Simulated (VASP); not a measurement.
# Sr3Si (P4/mmm) in VASP: a series of runs

Sr3Si is run at these levels: PBE; tasks: single point, relaxation of cell and atoms.

Program: VASP 6.6.1. These are calculated values, not measurements. Logs are shortened: lines on timing, memory, paths and dates and some standing lists are left out, and cuts for length are marked.

**1. The cell of the first run**

The typed cell holds 4 atoms: a = 5.182 Å, b = 5.182 Å, c = 5.177 Å, α = 90.00°, β = 90.00°, γ = 90.00°.

**2. Single point, PBE**

File INCAR:

```
SYSTEM = Sr3Si
  PREC = Accurate
  ENCUT = 520
  EDIFF = 1E-7
  ISMEAR = 0
  SIGMA = 0.1
  LREAL = .FALSE.
  LASPH = .TRUE.
  NELM = 100
  ALGO = Normal
  ISIF = 2
  LWAVE = .FALSE.
  LCHARG = .FALSE.
  GGA = PE
  NBANDS = 25
```

File KPOINTS:

```
Automatic mesh
0
G
  4 4 4
  0 0 0
```

File POSCAR:

```
Sr3Si
1.0
    5.1821613158      0.0000000000      0.0000000000
    0.0000000000      5.1821613158      0.0000000000
    0.0000000000      0.0000000000      5.1771895045
Sr Si
3 1
Direct
    0.0000000000      0.5000000000      0.5000000000
    0.5000000000      0.0000000000      0.5000000000
    0.5000000000      0.5000000000      0.0000000000
    0.0000000000      0.0000000000      0.0000000000
```

Potentials or basis: VASP PAW PBE potentials, release 64 (Sr_sv, Si).

Launch:

```bash
> cat potpaw_PBE.64/Sr_sv/POTCAR potpaw_PBE.64/Si/POTCAR > POTCAR
> mpirun -np 1 vasp_std > vasp.out
```

OUTCAR:

```text
SYSTEM = Sr3Si
   PREC = Accurate
   ENCUT = 520
   EDIFF = 1E-7
   ISMEAR = 0
   LREAL = .FALSE.
   LASPH = .TRUE.
   NELM = 100
   ISIF = 2
   GGA = PE

 ion  position               nearest neighbor table
   1  0.000  0.500  0.500-   3 3.66   4 3.66   3 3.66   4 3.66   4 3.66   4 3.66   3 3.66   3 3.66
                             2 3.66   2 3.66   2 3.66   2 3.66
   2  0.500  0.000  0.500-   3 3.66   4 3.66   3 3.66   4 3.66   3 3.66   3 3.66   4 3.66   4 3.66
                             1 3.66   1 3.66   1 3.66   1 3.66
   3  0.500  0.500  0.000-   1 3.66   2 3.66   1 3.66   2 3.66   2 3.66   2 3.66   1 3.66   1 3.66
                             4 3.66   4 3.66   4 3.66   4 3.66
   4  0.000  0.000  0.000-   1 3.66   2 3.66   1 3.66   2 3.66   1 3.66   1 3.66   2 3.66   2 3.66
                             3 3.66   3 3.66   3 3.66   3 3.66

  LATTYP: Found a simple tetragonal cell.
 ALAT       =     5.1821613158
 C/A-ratio  =     0.9990405912

  Lattice vectors:

 A1 = (   5.1821613158,   0.0000000000,   0.0000000000)
 A2 = (   0.0000000000,   5.1821613158,   0.0000000000)
 A3 = (   0.0000000000,   0.0000000000,   5.1771895045)

Analysis of symmetry for initial positions (statically):
=====================================================================
 Subroutine PRICEL returns:
 Original cell was already a primitive cell.

 Routine SETGRP: Setting up the symmetry group for a
 simple tetragonal supercell.

 Subroutine GETGRP returns: Found 16 space group operations
 (whereof 16 operations were pure point group operations)
 out of a pool of 16 trial point group operations.

The static configuration has the point symmetry D_4h.

Analysis of symmetry for dynamics (positions and initial velocities):
=====================================================================
 Subroutine PRICEL returns:
 Original cell was already a primitive cell.

 Routine SETGRP: Setting up the symmetry group for a
 simple tetragonal supercell.

 Subroutine GETGRP returns: Found 16 space group operations
 (whereof 16 operations were pure point group operations)
 out of a pool of 16 trial point group operations.

The dynamic configuration has the point symmetry D_4h.

 Subroutine INISYM returns: Found 16 space group operations
 (whereof 16 operations are pure point group operations),
 and found     1 'primitive' translations

----------------------------------------------------------------------------------------

                                     Primitive cell

  volume of cell :     139.0324

  direct lattice vectors                    reciprocal lattice vectors
     5.182161316  0.000000000  0.000000000     0.192969678  0.000000000  0.000000000
     0.000000000  5.182161316  0.000000000     0.000000000  0.192969678  0.000000000
     0.000000000  0.000000000  5.177189505     0.000000000  0.000000000  0.193154993

  length of vectors
     5.182161316  5.182161316  5.177189505     0.192969678  0.192969678  0.193154993

  position of ions in fractional coordinates (direct lattice)
     0.000000000  0.500000000  0.500000000
     0.500000000  0.000000000  0.500000000
     0.500000000  0.500000000  0.000000000
     0.000000000  0.000000000  0.000000000

  ion indices of the primitive-cell ions
   primitive index   ion index
                 1           1
                 2           2
                 3           3
                 4           4

----------------------------------------------------------------------------------------

 KPOINTS: Automatic mesh

Automatic generation of k-mesh.
 Grid dimensions read from file:
 generate k-points for:    4    4    4

 Generating k-lattice:

  Cartesian coordinates                     Fractional coordinates (reciprocal lattice)
     0.048242419  0.000000000  0.000000000     0.250000000  0.000000000  0.000000000
     0.000000000  0.048242419  0.000000000     0.000000000  0.250000000  0.000000000
     0.000000000  0.000000000  0.048288748     0.000000000  0.000000000  0.250000000

  Length of vectors
     0.048242419  0.048242419  0.048288748

  Shift w.r.t. Gamma in fractional coordinates (k-lattice)
     0.000000000  0.000000000  0.000000000

 Subroutine IBZKPT returns following result:
 ===========================================

 Found     18 irreducible k-points:

 Following reciprocal coordinates:
            Coordinates               Weight
  0.000000  0.000000  0.000000      1.000000
  0.250000  0.000000  0.000000      4.000000
  0.500000  0.000000  0.000000      2.000000
  0.250000  0.250000  0.000000      4.000000
  0.500000  0.250000  0.000000      4.000000
  0.500000  0.500000  0.000000      1.000000
[... 10 lines left out ...]
  0.500000  0.250000  0.500000      4.000000
  0.500000  0.500000  0.500000      1.000000
   k-points           NKPTS =     18   k-points in BZ     NKDIM =     18   number of bands    NBANDS=     25
   number of dos      NEDOS =    301   number of ions     NIONS =      4
   total plane-waves  NPLWV =  64000
   dimension x,y,z NGX =    40 NGY =   40 NGZ =   40
   dimension x,y,z NGXF=    80 NGYF=   80 NGZF=   80
   ions per type =               3   1
   NGX,Y,Z   is equivalent  to a cutoff of  12.83, 12.83, 12.84 a.u.
   NGXF,Y,Z  is equivalent  to a cutoff of  25.66, 25.66, 25.69 a.u.
 SYSTEM =  Sr3Si
   PREC   = accura    normal or accurate (medium, high low for compatibility)
   ISTART =      0    job   : 0-new  1-cont  2-samecut
   ICHARG =      2    charge: 1-file 2-atom 10-const
   ISPIN  =      1    spin polarized calculation?
   LNONCOLLINEAR =      F non collinear calculations
   LSORBIT =      F    spin-orbit coupling
   LASPH  =      T    aspherical Exc in radial PAW
   ENCUT  =  520.0 eV  38.22 Ry    6.18 a.u.   9.64  9.64  9.63*2*pi/ulx,y,z
   NELM   =    100;   NELMIN=  2; NELMDL= -5     # of ELM steps
   EDIFF  = 0.1E-06   stopping-criterion for ELM
   LREAL  =      F    real-space projection
   EDIFFG = 0.1E-05   stopping-criterion for IOM
   NSW    =      0    number of steps for IOM
   IBRION =     -1    ionic relax: 0-MD 1-quasi-New 2-CG
   NFREE  =      0    steps in history (QN), initial steepest desc. (CG)
   ISIF   =      2    stress and relaxation
   ISYM   =      2    0-nonsym 1-usesym 2-fastsym
   POTIM  = 0.5000    time-step for ionic-motion
   TEBEG  =    0.0;   TEEND  =   0.0 temperature during run
   PSTRESS=    0.0 pullay stress
   NELECT =      34.0000    total number of electrons
   NUPDOWN=      -1.0000    fix difference up-down
   EMIN   =  10.00;   EMAX   =-10.00  energy-range for DOS
   EFERMI =   0.00;   METHOD = LEGACY
   ISMEAR =     0;   SIGMA  =   0.10  broadening in eV -4-tet -1-fermi 0-gaus
   EFERMI_NEDOS =   21; number of points for ismear=-14 and -15
   IALGO  =     38    algorithm
   IMIX   =      4    mixing-type and parameters
     AMIX     =   0.40;   BMIX     =  1.00
     AMIX_MAG =   1.60;   BMIX_MAG =  1.00
  volume/ion in A,a.u.               =      34.76       234.56
  Fermi-wavevector in a.u.,A,eV,Ry     =   1.023755  1.934616 14.259903  1.048073
  Thomas-Fermi vector in A             =   2.157505
   LORBIT       =      0    0 simple, 1 ext, 2 COOP (PROOUT), +10 PAW based schemes
   GGA     = PE    functional components
   LHFCALC =     F    Hartree Fock is set to
   AEXX    =    0.0000 exact exchange contribution
   IVDW    =     0    specifies the selected vdW correction
   LEPSILON=     F    determine dielectric tensor
   LRPA    =     F    only Hartree local field effects (RPA)
 non-spin polarized calculation
 Gauss-broadening in eV      SIGMA  =   0.10
  energy-cutoff  :      520.00
  volume of cell :      139.03
 maximum number of plane-waves:      3792
 NGX is ok and might be reduce to    40
   NGX = 19   NGY = 19   NGZ = 19

 number of electron      34.0000000 magnetization

 Free energy of the ion-electron system (eV)
  ---------------------------------------------------
  ext. energy  EPLUGINS =         0.00000000
  ---------------------------------------------------
  free energy    TOTEN  =       -10.51206986 eV

  energy without entropy =      -10.50413840  energy(sigma->0) =      -10.50810413

 E-fermi :   2.9408     XC(G=0):  -8.5982

 val. band max:        2.9385409721   @ k =   0.0000   0.0000   0.0000
 cond. band min:       2.9982189450   @ k =   0.0000   0.0000   0.0000
 fundamental gap:      0.0596779729
 Fermi energy:         2.9407631010

 k-point     1 :       0.0000    0.0000    0.0000
  band No.  band energies     occupation
      1     -33.0639      2.00000
      2     -32.9632      2.00000
      3     -32.9619      2.00000
      4     -15.3425      2.00000
      5     -15.3423      2.00000
      6     -15.3423      2.00000
[... 17 lines left out ...]
     24       6.9680      0.00000
     25       6.9694      0.00000

 k-point     2 :       0.2500    0.0000    0.0000
  band No.  band energies     occupation
      1     -33.0510      2.00000
      2     -32.9750      2.00000
      3     -32.9627      2.00000
      4     -15.2992      2.00000
      5     -15.2992      2.00000
      6     -15.2741      2.00000
[... 17 lines left out ...]
     24       6.3696      0.00000
     25       7.1939      0.00000

 k-point     3 :       0.5000    0.0000    0.0000
  band No.  band energies     occupation
      1     -33.0305      2.00000
      2     -32.9955      2.00000
      3     -32.9626      2.00000
      4     -15.2411      2.00000
      5     -15.2404      2.00000
      6     -15.1014      2.00000
[... 384 lines left out ...]
 k-point    17 :       0.5000    0.2500    0.5000
  band No.  band energies     occupation
      1     -32.9974      2.00000
      2     -32.9950      2.00000
      3     -32.9950      2.00000
      4     -15.4749      2.00000
      5     -15.2815      2.00000
      6     -15.2074      2.00000
[... 17 lines left out ...]
     24       6.2156      0.00000
     25       6.2384      0.00000

 k-point    18 :       0.5000    0.5000    0.5000
  band No.  band energies     occupation
      1     -32.9972      2.00000
      2     -32.9948      2.00000
      3     -32.9948      2.00000
      4     -15.5643      2.00000
      5     -15.2791      2.00000
      6     -15.2791      2.00000
[... 17 lines left out ...]
     24       5.9623      0.00000
     25       6.5316      0.00000

------------------------ aborting loop because EDIFF is reached ----------------------------------------

  FORCE on cell =-STRESS in cart. coord.  units (eV):
  Direction    XX          YY          ZZ          XY          YZ          ZX
  --------------------------------------------------------------------------------------
  -------------------------------------------------------------------------------------
  Total        0.1530425      0.1530425      0.1812718      0.0000000     -0.0000000      0.0000000
  in kB        1.7636265      1.7636265      2.0889344      0.0000000     -0.0000000      0.0000000
  external PRESSURE =       1.8720625 kB  Pullay stress =       0.0000000 kB

 VOLUME and BASIS-vectors are now :
 -----------------------------------------------------------------------------
  energy-cutoff  :      520.00
  volume of cell :      139.03
      direct lattice vectors                 reciprocal lattice vectors
     5.182161316  0.000000000  0.000000000     0.192969678  0.000000000  0.000000000
     0.000000000  5.182161316  0.000000000     0.000000000  0.192969678  0.000000000
     0.000000000  0.000000000  5.177189505     0.000000000  0.000000000  0.193154993

 POSITION                                       TOTAL-FORCE (eV/Angst)
 -----------------------------------------------------------------------------------
      0.00000      2.59108      2.58859         0.000000      0.000000      0.000000
      2.59108      0.00000      2.58859         0.000000      0.000000      0.000000
      2.59108      2.59108      0.00000         0.000000      0.000000      0.000000
      0.00000      0.00000      0.00000         0.000000      0.000000      0.000000
 -----------------------------------------------------------------------------------
    total drift:                                0.000000     -0.000000     -0.000000

  FREE ENERGIE OF THE ION-ELECTRON SYSTEM (eV)
  ---------------------------------------------------
  free  energy   TOTEN  =       -10.5120698579 eV

  energy  without entropy=      -10.5041384049  energy(sigma->0) =      -10.50810413
```

Run time: 77 s. Hardware: 1 thread of AMD EPYC 7R13, shared host; peak memory 0.23 GiB.

What came out:

```
Free energy            : -10.5121 eV
Pressure               : 0.2 GPa
Band gap on the k mesh : zero (bands 17 and 18 overlap by 0.50 eV)
```

**3. Relaxation of cell and atoms, PBE**

This run uses another cell than the first one, of 26.92 Å³/atom.

File INCAR:

```
PREC     = Accurate       # precision mode
ENCUT    = 600            # plane-wave cutoff, eV
EDIFF    = 1E-6           # SCF threshold, eV
ISMEAR   = 0              # smearing method
SIGMA    = 0.1            # smearing width, eV
LREAL    = False          # projectors in reciprocal space
LASPH    = True           # aspherical terms in the spheres
NELM     = 80             # most SCF steps
ALGO     = Normal         # electronic algorithm
ISIF     = 3              # what is computed and relaxed
LWAVE    = False          # write WAVECAR
LCHARG   = False          # write CHGCAR
GGA      = PE             # functional
IBRION   = 2              # ionic algorithm
NSW      = 90             # ionic steps
EDIFFG   = -0.04          # ionic threshold
```

File KPOINTS:

```
regular mesh
0
Gamma
  4 4 4
```

File POSCAR:

```
Sr3Si
1.0
    4.7740925659      0.0000000000      0.0000000000
    0.0000000000      4.7740925659      0.0000000000
    0.0000000000      0.0000000000      4.7250215577
Sr Si
3 1
Direct
    0.0000000000      0.5000000000      0.5000000000
    0.5000000000      0.0000000000      0.5000000000
    0.5000000000      0.5000000000      0.0000000000
    0.0000000000      0.0000000000      0.0000000000
```

Potentials or basis: VASP PAW PBE potentials, release 64 (Sr_sv, Si).

Launch:

```bash
> cat potpaw_PBE.64/Sr_sv/POTCAR potpaw_PBE.64/Si/POTCAR > POTCAR
> mpirun -np 1 vasp_std > vasp.out
```

Wall time 3.8 min (1 thread of AMD EPYC 7R13, shared host); peak memory 0.24 GiB.

The run converged. Its results:

| Property | Result |
| --- | --- |
| Free energy | -10.5107 eV |
| Relaxed volume | 35.04 Å³/atom |
| Relaxed cell | a = 5.203 Å, b = 5.203 Å, c = 5.177 Å, α = 90.00°, β = 90.00°, γ = 90.00° |
| Space group after relaxing (to 0.1 Å) | Pm-3m (No. 221) |
| Energy gained by relaxing | 199.7 meV/atom |
| Ionic steps | 4 |
| Pressure after relaxing | 0.0 GPa |
| Band gap on the k mesh | zero (bands 17 and 18 overlap by 0.52 eV) |

Stress tensor (GPa, compression positive):
```
-0.07  0.00  0.00
 0.00 -0.07  0.00
 0.00  0.00  0.10
```

Step by step:
| step | energy change (eV) | largest force (eV/Å) | pressure (GPa) | volume (Å³) |
| --- | --- | --- | --- | --- |
| 1 | 0.0000 | 0.0000 | 9.70 | 107.69 |
| 2 | -0.7854 | 0.0000 | 0.89 | 135.15 |
| 3 | -0.7978 | 0.0000 | -0.24 | 141.61 |
| 4 | -0.7989 | 0.0000 | -0.01 | 140.16 |

Final structure:
```
Sr Si
1.0
     5.20333    0.00000    0.00000
     0.00000    5.20333    0.00000
     0.00000    0.00000    5.17696
Sr Si
3 1
Cartesian
  0.0000 2.6017 2.5885
  2.6017 0.0000 2.5885
  2.6017 2.6017 0.0000
  0.0000 0.0000 0.0000
```

Levels at points of the mesh, in eV from the Fermi level:
```csv
k point,band 14,band 15,band 16,band 17,band 18,band 19,band 20,band 21
"(0.00, 0.00, 0.00)",-2.15,-0.02,-0.02,0.01,0.06,0.08,0.73,0.74
"(0.50, 0.00, 0.00)",-2.80,-0.65,-0.63,-0.58,1.26,1.29,1.38,2.05
"(0.50, 0.50, 0.00)",-1.93,-1.93,-0.86,-0.38,1.39,1.39,1.46,2.31
"(0.00, 0.00, 0.50)",-2.79,-0.66,-0.66,-0.57,1.27,1.29,1.36,2.04
"(0.50, 0.00, 0.50)",-1.92,-1.92,-0.88,-0.37,1.37,1.38,1.43,2.29
"(0.50, 0.50, 0.50)",-0.86,-0.86,-0.86,-0.51,-0.51,-0.50,1.42,2.86
```

Caveat: the volume moved by over 15 % at a fixed basis, so the end points are rough.
